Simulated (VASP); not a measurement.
# Mo3H (P6/mmm) in VASP: a series of runs

Mo3H is run at these levels: PBE; tasks: relaxation of cell and atoms.

All numbers are computed with VASP 6.6.1; they aren't measurements. Logs are shortened: lines on timing, memory, paths and dates and some standing lists are left out, and cuts for length are marked.

**1. The cell of the first run**

The structure is hexagonal, space group P6/mmm (No. 191). The conventional cell has a = 3.005 Å, b = 3.005 Å, c = 7.565 Å, α = 90.00°, β = 90.00°, γ = 120.00°. Within 2.5 Å of H (site symmetry 6/mmm) lie 2 Mo at 1.88 Å. Mo (site symmetry 6mm) has 1 H at 1.88 Å and 1 Mo at 1.91 Å within 2.5 Å. Within 2.5 Å of Mo (site symmetry 6/mmm) lie 2 Mo at 1.91 Å.

The cell was generated, and may not be a known phase.

**2. Relaxation of cell and atoms, PBE**

INCAR reads:

```
SYSTEM = Mo3H
  ALGO = Normal
  EDIFF = 1E-7
  EDIFFG = -0.08
  ENCUT = 600
  GGA = PE
  IBRION = 2
  ISIF = 3
  ISMEAR = 0
  LASPH = .True.
  LCHARG = .False.
  LREAL = .False.
  LWAVE = .False.
  NELM = 100
  NSW = 36
  PREC = Accurate
  SIGMA = 0.2
```

KPOINTS reads:

```
k-points
0
Gamma
  7 7 3
  0 0 0
```

POSCAR reads:

```
Mo3H
1.0
    3.0045415100      0.0000000000      0.0000000000
   -1.5022707500      2.6020092700      0.0000000000
    0.0000000000      0.0000000000      7.5654242200
H Mo
1 3
Direct
    0.0000000000      0.0000000000      0.0000000000
    0.0000000000      0.0000000000      0.2479888800
    0.0000000000      0.0000000000      0.7520111200
    0.0000000000      0.0000000000      0.5000000000
```

Potentials or basis: VASP PAW PBE potentials, release 64 (H, Mo_sv).

Command:

```
> cat potpaw_PBE.64/H/POTCAR potpaw_PBE.64/Mo_sv/POTCAR > POTCAR
> mpirun -np 1 vasp_std > vasp.out
```

OUTCAR:

```text
SYSTEM = Mo3H
   EDIFF = 1E-7
   EDIFFG = -0.08
   ENCUT = 600
   GGA = PE
   IBRION = 2
   ISIF = 3
   ISMEAR = 0
   LASPH = .True.
   LREAL = .False.
   NELM = 100
   NSW = 36
   PREC = Accurate

 ion  position               nearest neighbor table
   1  0.000  0.000  0.000-   2 1.88   3 1.88
   2  0.000  0.000  0.248-   1 1.88   4 1.91
   3  0.000  0.000  0.752-   1 1.88   4 1.91
   4  0.000  0.000  0.500-   2 1.91   3 1.91

  LATTYP: Found a hexagonal cell.
 ALAT       =     3.0045415100
 C/A-ratio  =     2.5179962383

  Lattice vectors:

 A1 = (   3.0045415100,   0.0000000000,   0.0000000000)
 A2 = (  -1.5022707500,   2.6020092700,   0.0000000000)
 A3 = (   0.0000000000,   0.0000000000,   7.5654242200)

Analysis of symmetry for initial positions (statically):
=====================================================================
 Subroutine PRICEL returns:
 Original cell was already a primitive cell.

 Routine SETGRP: Setting up the symmetry group for a
 hexagonal supercell.

 Subroutine GETGRP returns: Found 24 space group operations
 (whereof 24 operations were pure point group operations)
 out of a pool of 24 trial point group operations.

The static configuration has the point symmetry D_6h.

Analysis of symmetry for dynamics (positions and initial velocities):
=====================================================================
 Subroutine PRICEL returns:
 Original cell was already a primitive cell.

 Routine SETGRP: Setting up the symmetry group for a
 hexagonal supercell.

 Subroutine GETGRP returns: Found 24 space group operations
 (whereof 24 operations were pure point group operations)
 out of a pool of 24 trial point group operations.

The dynamic configuration has the point symmetry D_6h.

 Subroutine INISYM returns: Found 24 space group operations
 (whereof 24 operations are pure point group operations),
 and found     1 'primitive' translations

----------------------------------------------------------------------------------------

                                     Primitive cell

  volume of cell :      59.1453

  direct lattice vectors                    reciprocal lattice vectors
     3.004541510  0.000000000  0.000000000     0.332829484  0.192159192  0.000000000
    -1.502270750  2.602009270  0.000000000     0.000000000  0.384318385  0.000000000
     0.000000000  0.000000000  7.565424220     0.000000000  0.000000000  0.132180294

  length of vectors
     3.004541510  3.004541504  7.565424220     0.384318384  0.384318385  0.132180294

  position of ions in fractional coordinates (direct lattice)
     0.000000000  0.000000000  0.000000000
     0.000000000  0.000000000  0.247988880
     0.000000000  0.000000000  0.752011120
     0.000000000  0.000000000  0.500000000

  ion indices of the primitive-cell ions
   primitive index   ion index
                 1           1
                 2           2
                 3           3
                 4           4

----------------------------------------------------------------------------------------

 KPOINTS: k-points

Automatic generation of k-mesh.
 Grid dimensions read from file:
 generate k-points for:    7    7    3

 Generating k-lattice:

  Cartesian coordinates                     Fractional coordinates (reciprocal lattice)
     0.047547069  0.027451313  0.000000000     0.142857143  0.000000000  0.000000000
     0.000000000  0.054902626  0.000000000     0.000000000  0.142857143  0.000000000
     0.000000000  0.000000000  0.044060098     0.000000000  0.000000000  0.333333333

  Length of vectors
     0.054902626  0.054902626  0.044060098

  Shift w.r.t. Gamma in fractional coordinates (k-lattice)
     0.000000000  0.000000000  0.000000000

 Subroutine IBZKPT returns following result:
 ===========================================

 Found     16 irreducible k-points:

 Following reciprocal coordinates:
            Coordinates               Weight
  0.000000  0.000000  0.000000      1.000000
  0.142857 -0.000000  0.000000      6.000000
  0.285714 -0.000000  0.000000      6.000000
  0.428571 -0.000000  0.000000      6.000000
  0.142857  0.142857  0.000000      6.000000
  0.285714  0.142857  0.000000     12.000000
[... 8 lines left out ...]
  0.428571  0.142857  0.333333     12.000000
  0.285714  0.285714  0.333333     12.000000
   k-points           NKPTS =     16   k-points in BZ     NKDIM =     16   number of bands    NBANDS=     25
   number of dos      NEDOS =    301   number of ions     NIONS =      4
   total plane-waves  NPLWV =  34560
   dimension x,y,z NGX =    24 NGY =   24 NGZ =   60
   dimension x,y,z NGXF=    48 NGYF=   48 NGZF=  120
   ions per type =               1   3
   NGX,Y,Z   is equivalent  to a cutoff of  13.28, 13.28, 13.18 a.u.
   NGXF,Y,Z  is equivalent  to a cutoff of  26.56, 26.56, 26.37 a.u.
 SYSTEM =  Mo3H
   PREC   = accura    normal or accurate (medium, high low for compatibility)
   ISTART =      0    job   : 0-new  1-cont  2-samecut
   ICHARG =      2    charge: 1-file 2-atom 10-const
   ISPIN  =      1    spin polarized calculation?
   LNONCOLLINEAR =      F non collinear calculations
   LSORBIT =      F    spin-orbit coupling
   LASPH  =      T    aspherical Exc in radial PAW
   ENCUT  =  600.0 eV  44.10 Ry    6.64 a.u.   6.00  6.00 15.11*2*pi/ulx,y,z
   NELM   =    100;   NELMIN=  2; NELMDL= -5     # of ELM steps
   EDIFF  = 0.1E-06   stopping-criterion for ELM
   LREAL  =      F    real-space projection
   EDIFFG = -.8E-01   stopping-criterion for IOM
   NSW    =     36    number of steps for IOM
   IBRION =      2    ionic relax: 0-MD 1-quasi-New 2-CG
   NFREE  =      1    steps in history (QN), initial steepest desc. (CG)
   ISIF   =      3    stress and relaxation
   ISYM   =      2    0-nonsym 1-usesym 2-fastsym
   POTIM  = 0.5000    time-step for ionic-motion
   TEBEG  =    0.0;   TEEND  =   0.0 temperature during run
   PSTRESS=    0.0 pullay stress
   NELECT =      43.0000    total number of electrons
   NUPDOWN=      -1.0000    fix difference up-down
   EMIN   =  10.00;   EMAX   =-10.00  energy-range for DOS
   EFERMI =   0.00;   METHOD = LEGACY
   ISMEAR =     0;   SIGMA  =   0.20  broadening in eV -4-tet -1-fermi 0-gaus
   EFERMI_NEDOS =   21; number of points for ismear=-14 and -15
   IALGO  =     38    algorithm
   IMIX   =      4    mixing-type and parameters
     AMIX     =   0.40;   BMIX     =  1.00
     AMIX_MAG =   1.60;   BMIX_MAG =  1.00
  volume/ion in A,a.u.               =      14.79        99.78
  Fermi-wavevector in a.u.,A,eV,Ry     =   1.472056  2.781782 29.483112  2.166948
  Thomas-Fermi vector in A             =   2.587117
   LORBIT       =      0    0 simple, 1 ext, 2 COOP (PROOUT), +10 PAW based schemes
   GGA     = PE    functional components
   LHFCALC =     F    Hartree Fock is set to
   AEXX    =    0.0000 exact exchange contribution
   IVDW    =     0    specifies the selected vdW correction
   LEPSILON=     F    determine dielectric tensor
   LRPA    =     F    only Hartree local field effects (RPA)
 conjugate gradient relaxation of ions
 non-spin polarized calculation
 Gauss-broadening in eV      SIGMA  =   0.20
  energy-cutoff  :      600.00
  volume of cell :       59.15
 maximum number of plane-waves:      1997
   NGX = 13   NGY = 13   NGZ = 31

--------------------------------------- Ionic step        1  -------------------------------------------

 number of electron      43.0000001 magnetization

 Free energy of the ion-electron system (eV)
  ---------------------------------------------------
  ext. energy  EPLUGINS =         0.00000000
  ---------------------------------------------------
  free energy    TOTEN  =       -26.82219750 eV

  energy without entropy =      -26.76336627  energy(sigma->0) =      -26.79278189

------------------------ aborting loop because EDIFF is reached ----------------------------------------

  FORCE on cell =-STRESS in cart. coord.  units (eV):
  Direction    XX          YY          ZZ          XY          YZ          ZX
  --------------------------------------------------------------------------------------
  -------------------------------------------------------------------------------------
  Total       -3.5732647     -3.5732647     57.6193362     -0.0000000      0.0000000      0.0000000
  in kB      -96.7955597    -96.7955594   1560.8404081     -0.0000002      0.0000000      0.0000000
  external PRESSURE =     455.7497630 kB  Pullay stress =       0.0000000 kB
[... 95 lines left out ...]
  FREE ENERGIE OF THE ION-ELECTRON SYSTEM (eV)
  ---------------------------------------------------
  free  energy   TOTEN  =       -28.7428422115 eV

  energy  without entropy=      -28.5918163808  energy(sigma->0) =      -28.66732930

 E-fermi :   4.8636     XC(G=0):  -9.9875

 val. band max:        4.8597362609   @ k =   0.1429   0.1429   0.0000
 cond. band min:       4.8797781586   @ k =   0.2857  -0.0000   0.0000
 fundamental gap:      0.0200418977
 Fermi energy:         4.8636101288

 k-point     1 :       0.0000    0.0000    0.0000
  band No.  band energies     occupation
      1     -56.1423      2.00000
      2     -56.1356      2.00000
      3     -56.1348      2.00000
      4     -30.4349      2.00000
      5     -30.4311      2.00000
      6     -30.4071      2.00000
[... 437 lines left out ...]
     24       4.6748      1.81813
     25       4.8301      1.18736

 E-fermi :  10.1219     XC(G=0): -12.4814

 val. band max:       10.0987154550   @ k =   0.1429   0.1429   0.0000
 cond. band min:      10.1425459178   @ k =   0.2857  -0.0000   0.0000
 fundamental gap:      0.0438304628
 Fermi energy:        10.1218921646

 k-point     1 :       0.0000    0.0000    0.0000
  band No.  band energies     occupation
      1     -50.8333      2.00000
      2     -50.7601      2.00000
      3     -50.4452      2.00000
      4     -25.8518      2.00000
      5     -25.1374      2.00000
      6     -24.1318      2.00000
[... 437 lines left out ...]
     24      10.8809      0.00000
     25      11.5038      0.00000

[... ionic steps 4 to 14 ...]

--------------------------------------- Ionic step       15  -------------------------------------------

 number of electron      42.9999995 magnetization

------------------------ aborting loop because EDIFF is reached ----------------------------------------

  FORCE on cell =-STRESS in cart. coord.  units (eV):
  Direction    XX          YY          ZZ          XY          YZ          ZX
  --------------------------------------------------------------------------------------
  -------------------------------------------------------------------------------------
  Total        0.1967762      0.1967762     -0.5524870      0.0000000      0.0000000      0.0000000
  in kB        5.5090195      5.5090195    -15.4676345      0.0000000      0.0000000      0.0000000
  external PRESSURE =      -1.4831985 kB  Pullay stress =       0.0000000 kB
[... 61 lines left out ...]
  energy  without entropy=      -32.3496681207  energy(sigma->0) =      -32.38405247

--------------------------------------- Ionic step       17  -------------------------------------------

 number of electron      43.0000001 magnetization

 Free energy of the ion-electron system (eV)
  ---------------------------------------------------
  ext. energy  EPLUGINS =         0.00000000
  ---------------------------------------------------
  free energy    TOTEN  =       -32.42034937 eV

  energy without entropy =      -32.35179429  energy(sigma->0) =      -32.38607183

 E-fermi :   9.7967     XC(G=0): -12.3332

 val. band max:        9.7701174788   @ k =   0.1429  -0.0000   0.3333
 cond. band min:       9.9923751000   @ k =   0.4286  -0.0000   0.3333
 fundamental gap:      0.2222576212
 Fermi energy:         9.7966934649

 k-point     1 :       0.0000    0.0000    0.0000
  band No.  band energies     occupation
      1     -51.2137      2.00000
      2     -51.1759      2.00000
      3     -51.0422      2.00000
      4     -25.8409      2.00000
      5     -25.4499      2.00000
      6     -24.7895      2.00000
[... 468 lines left out ...]
  FREE ENERGIE OF THE ION-ELECTRON SYSTEM (eV)
  ---------------------------------------------------
  free  energy   TOTEN  =       -32.4203493655 eV

  energy  without entropy=      -32.3517942906  energy(sigma->0) =      -32.38607183

 reached required accuracy - stopping structural energy minimisation
```

Run time: 5.3 min. Hardware: 1 thread of Intel Xeon 6975P-C (Granite Rapids), shared host; peak memory 0.2 GiB.

Results:

| Item | Value |
| --- | --- |
| Free energy | -32.4203 eV |
| Relaxed volume | 14.23 Å³/atom |
| Relaxed cell | a = 2.729 Å, b = 2.729 Å, c = 8.824 Å, α = 90.00°, β = 90.00°, γ = 120.00° |
| Space group after relaxing (to 0.1 Å) | P6/mmm (No. 191) |
| Energy gained by relaxing | 1399.5 meV/atom |
| Ionic steps | 17 |
| Pressure after relaxing | 0.2 GPa |
| Largest force after relaxing | 0.020 eV/Å |
| Band gap on the k mesh | zero (an odd number of electrons rules out a gap without spin polarisation) |

Forces in eV/Å, atoms in the order of the input:
```
H    0.000  0.000  0.000
Mo   0.000  0.000 -0.020
Mo   0.000  0.000  0.020
Mo   0.000  0.000  0.000
```

Stress tensor (GPa, compression positive):
```
0.12 0.00 0.00
0.00 0.12 0.00
0.00 0.00 0.50
```

The path:
| step | energy change (eV) | largest force (eV/Å) | pressure (GPa) | volume (Å³) |
| --- | --- | --- | --- | --- |
| 1 | 0.0000 | 15.1703 | 45.57 | 59.15 |
| 2 | -1.8155 | 0.9469 | -21.88 | 91.79 |
| 3 | -1.9206 | 0.8140 | -22.22 | 89.79 |
| 4 | -2.0131 | 0.6899 | -22.71 | 88.05 |
| 5 | -3.4661 | 0.9719 | -26.28 | 74.23 |
| 6 | -4.6452 | 1.2447 | -20.31 | 66.85 |
| 7 | -4.9089 | 0.6471 | -10.91 | 63.04 |
| 8 | -4.9058 | 0.9874 | -13.51 | 63.83 |
| 9 | -4.9136 | 0.8453 | -12.28 | 63.43 |
| 10 | -5.4770 | 0.4170 | 7.30 | 55.23 |
| 11 | -5.4921 | 0.2222 | 3.74 | 56.21 |
| 12 | -5.5565 | 0.3388 | -0.20 | 57.38 |
| 13 | -5.5655 | 0.3904 | -2.34 | 58.06 |
| 14 | -5.5868 | 0.2899 | 0.16 | 57.12 |
| 15 | -5.5872 | 0.3144 | -0.15 | 57.23 |
| 16 | -5.5962 | 0.1500 | 0.06 | 57.05 |
| 17 | -5.5982 | 0.0199 | 0.24 | 56.92 |

Final structure:
```
H Mo
1.0
     2.72924    0.00000    0.00000
    -1.36462    2.36359    0.00000
     0.00000    0.00000    8.82415
H Mo
1 3
Direct
  0.00000 0.00000 0.00000
  0.00000 0.00000 0.20494
  0.00000 0.00000 0.79506
  0.00000 0.00000 0.50000
```

Levels at points of the mesh, in eV from the Fermi level:
```tsv
k point	band 19	band 20	band 21	band 22	band 23	band 24	band 25
(0.00, 0.00, 0.00)	-0.75	-0.75	-0.42	-0.42	-0.23	-0.23	1.42
```

Caveat: the highest band is partly filled, so the run has too few bands; a cell axis changed by over 15 % at a fixed basis, so the end point is rough.

**3. Relaxation of cell and atoms, PBE**

This run uses another cell than the first one, of 18.37 Å³/atom.

INCAR reads:

```
SYSTEM = Mo3H
PREC     = Accurate       ! precision mode
ENCUT    = 600            ! plane-wave cutoff, eV
EDIFF    = 1E-6           ! SCF threshold, eV
ISMEAR   = 0              ! smearing method
SIGMA    = 0.2            ! smearing width, eV
LREAL    = .False.        ! projectors in reciprocal space
LASPH    = .True.         ! aspherical terms in the spheres
NELM     = 100            ! most SCF steps
ALGO     = Normal         ! electronic algorithm
ISIF     = 3              ! what is computed and relaxed
LWAVE    = .False.        ! write WAVECAR
LCHARG   = .False.        ! write CHGCAR
GGA      = PE             ! functional
IBRION   = 2              ! ionic algorithm
NSW      = 36             ! ionic steps
EDIFFG   = -0.08          ! ionic threshold
```

KPOINTS reads:

```
Automatic mesh
0
Gamma
  5 5 5
  0 0 0
```

POSCAR reads:

```
Mo3H
1.0
    4.4364498900      0.0000000000      0.0000000000
   -2.2182249500      3.8420783100      0.0000000000
    0.0000000000      0.0000000000      4.3106259500
H Mo
1 3
Direct
    0.0000000000      0.0000000000      0.0000000000
    0.3333333300      0.6666666700      0.5000000000
    0.6666666700      0.3333333300      0.5000000000
    0.0000000000      0.0000000000      0.5000000000
```

Potentials or basis: VASP PAW PBE potentials, release 64 (H, Mo_sv).

Command:

```
> cat potpaw_PBE.64/H/POTCAR potpaw_PBE.64/Mo_sv/POTCAR > POTCAR
> mpirun -np 1 vasp_std > vasp.out
```

Run time: 2.4 min. Hardware: 1 thread of Intel Xeon 6975P-C (Granite Rapids), shared host; peak memory 0.22 GiB.

Results (log left out):

* Free energy: -31.2370 eV
* Relaxed volume: 15.21 Å³/atom
* Relaxed cell: a = 4.616 Å, b = 4.616 Å, c = 3.296 Å, α = 90.00°, β = 90.00°, γ = 120.00°
* Space group after relaxing (to 0.1 Å): P6/mmm (No. 191)
* Energy gained by relaxing: 476.8 meV/atom
* Ionic steps: 12
* Pressure after relaxing: 0.3 GPa

Stress tensor (GPa, compression positive):
```
0.41 0.00 0.00
0.00 0.41 0.00
0.00 0.00 0.22
```

Step by step:
| step | energy change (eV) | largest force (eV/Å) | pressure (GPa) | volume (Å³) |
| --- | --- | --- | --- | --- |
| 1 | 0.0000 | 0.0000 | 3.09 | 73.48 |
| 2 | -0.6891 | 0.0000 | -13.95 | 76.77 |
| 3 | -0.6905 | 0.0000 | -14.11 | 76.81 |
| 4 | -1.1663 | 0.0000 | -15.14 | 73.05 |
| 5 | -0.9877 | 0.0000 | -1.61 | 60.91 |
| 6 | -1.5307 | 0.0000 | -14.30 | 68.62 |
| 7 | -1.5721 | 0.0000 | -13.09 | 66.91 |
| 8 | -1.8848 | 0.0000 | -2.76 | 61.78 |
| 9 | -1.9000 | 0.0000 | 0.34 | 60.57 |
| 10 | -1.9001 | 0.0000 | 0.66 | 60.45 |
| 11 | -1.9055 | 0.0000 | 0.48 | 60.64 |
| 12 | -1.9073 | 0.0000 | 0.35 | 60.83 |

Final structure:
```
H Mo
1.0
     4.61643    0.00000    0.00000
    -2.30822    3.99795    0.00000
     0.00000    0.00000    3.29601
H Mo
1 3
Direct
  0.00000 0.00000 0.00000
  0.33333 0.66667 0.50000
  0.66667 0.33333 0.50000
  0.00000 0.00000 0.50000
```

Levels at points of the mesh, in eV from the Fermi level:
```
           k point  band 19  band 20  band 21  band 22  band 23  band 24  band 25
(0.00, 0.00, 0.00)    -1.29    -0.56    -0.56    -0.49    -0.49    -0.49    -0.41
```

Caveat: the volume moved by over 15 % at a fixed basis, so the end points are rough; the highest band is partly filled, so the run has too few bands.

The gap in the log of VASP goes by the Fermi energy; the results here count the filled bands.